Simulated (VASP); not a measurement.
**TiAl3: single point with revPBE**

The system is TiAl3.

```
CELL_PARAMETERS angstrom
-1.93420 1.93420 4.32844
1.93420 -1.93420 4.32844
1.93420 1.93420 -4.32844
ATOMIC_POSITIONS crystal
Ti 0.00000 0.00000 0.00000
Al 0.25000 0.75000 0.50000
Al 0.75000 0.25000 0.50000
Al 0.50000 0.50000 0.00000
```

```json
{
  "Program": "VASP 6.6.1",
  "Task": "single point",
  "Functional": "revPBE",
  "Potentials or basis": "VASP PAW PBE potentials, release 64 (Ti_sv, Al)",
  "Cutoff": "520 eV",
  "k mesh": "10 × 10 × 10",
  "Occupations": "fermi-dirac, width 0.05 eV",
  "Spin": "no spin polarisation"
}
```

The pressure is -0.2 GPa and the band gap on the k mesh is zero (an odd number of electrons rules out a gap without spin polarisation).

Levels at points of the mesh, in eV from the Fermi level:
| k point | band 7 | band 8 | band 9 | band 10 | band 11 | band 12 | band 13 | band 14 | band 15 | band 16 |
| --- | --- | --- | --- | --- | --- | --- | --- | --- | --- | --- |
| (0.00, 0.00, 0.00) | -2.59 | -1.34 | -1.20 | -1.20 | 0.81 | 1.67 | 1.67 | 2.21 | 2.30 | 3.65 |
| (0.50, 0.00, 0.00) | -3.54 | -2.95 | -1.04 | -0.23 | 0.50 | 1.76 | 2.03 | 2.63 | 3.09 | 4.34 |
| (0.50, 0.50, 0.00) | -4.32 | -3.70 | -2.70 | -2.18 | -0.95 | 1.70 | 1.89 | 2.64 | 2.73 | 3.07 |
| (0.50, 0.50, 0.50) | -1.94 | -0.94 | -0.94 | -0.22 | 0.70 | 0.70 | 0.92 | 3.01 | 4.53 | 5.96 |

Run time: 2.2 min on 1 thread of Intel(R) Xeon(R) Platinum 8259CL CPU @ 2.50GHz (Skylake/Cascade Lake), on a shared host, peak memory 0.3 GiB.

Caveat: the PAW data sets were made with another functional, which shifts forces and pressure a little.
